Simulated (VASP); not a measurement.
Wanted: the native input for a VASP 6.6.1 run.

- Task: single point
- Functional: PBE
- Potentials or basis: VASP PAW PBE potentials, release 64 (K_sv, Cl)
- Cutoff: 500 eV
- k mesh: 2 × 2 × 2
- Occupations: gaussian, width 0.1 eV
- Spin: no spin polarisation
- Dipole correction: no
- Further INCAR settings: ALGO = Normal; EDIFF = 1e-06; NBANDS = 15

The structure of KCl lies in POSCAR:

```
KCl
1.0
    3.8357727534     -0.0045591115      0.0069782612
   -0.0045591115      3.9427421845      0.0107488700
    0.0069782612      0.0107488700      3.8193248294
K Cl
1 1
Direct
    0.0000000000      0.0000000000      0.0000000000
    0.5000000000      0.5000000000      0.5000000000
```

These files were run (other wordings do the same):

INCAR

```
  PREC = Accurate
  ENCUT = 500
  EDIFF = 1E-6
  ISMEAR = 0
  SIGMA = 0.1
  LREAL = False
  LASPH = True
  NELM = 120
  ALGO = Normal
  ISIF = 2
  LWAVE = False
  LCHARG = False
  GGA = PE
  NBANDS = 15
  GGA_COMPAT = False
```

KPOINTS

```
regular mesh
0
Gamma
  2 2 2
```

Potentials or basis: VASP PAW PBE potentials, release 64 (K_sv, Cl).

Run with:

```console
$ cat potpaw_PBE.64/K_sv/POTCAR potpaw_PBE.64/Cl/POTCAR > POTCAR
$ mpirun -np 1 vasp_std > vasp.out
```

It gave:

```
Pressure               : 0.8 GPa
Band gap on the k mesh : 4.55 eV, indirect (least direct gap 4.75 eV)
```

Caveat: the k points lie up to 0.82 Å⁻¹ apart.

It took 13 s on 1 thread of Intel(R) Xeon(R) Platinum 8259CL CPU @ 2.50GHz (Skylake/Cascade Lake), with other jobs on the host, peak memory 0.15 GiB.
